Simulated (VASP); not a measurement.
Here is a VASP 6.6.1 calculation.

The input INCAR:

```
PREC = Accurate ; ENCUT = 520
EDIFF = 1E-7 ; ISMEAR = -1
SIGMA = 0.05 ; LREAL = F
LASPH = T ; NELM = 80
ALGO = Normal ; ISIF = 2
LWAVE = F ; LCHARG = F
GGA = PE ; NBANDS = 12
```

Contents of KPOINTS:

```
Automatic mesh
0
Gamma
  12 12 7
```

The input POSCAR:

```
Sb
1.0
    3.3913120892      0.0000000000      0.0000000000
   -1.6956560446      2.9369624214      0.0000000000
    0.0000000000      0.0000000000      5.3652990420
Sb
2
Direct
    0.3333333333      0.6666666667      0.2500000000
    0.6666666667      0.3333333333      0.7500000000
```

Potentials or basis: VASP PAW PBE potentials, release 64 (Sb).

Run with:

```console
$ cat potpaw_PBE.64/Sb/POTCAR > POTCAR
$ mpirun -np 1 vasp_std > vasp.out
```

Task: Estimate the band gap on the k mesh.

Result: Zero (band 5 reaches 12.55 eV, above the bottom of band 6 at 5.77 eV).

Task: What does it give for the pressure?

Result: 1.5 GPa.

Stress tensor (GPa, compression positive):
```
1.85 0.00 0.00
0.00 1.85 0.00
0.00 0.00 0.76
```

Caveat: spin-orbit coupling is left out, which moves the levels of the heavy elements.
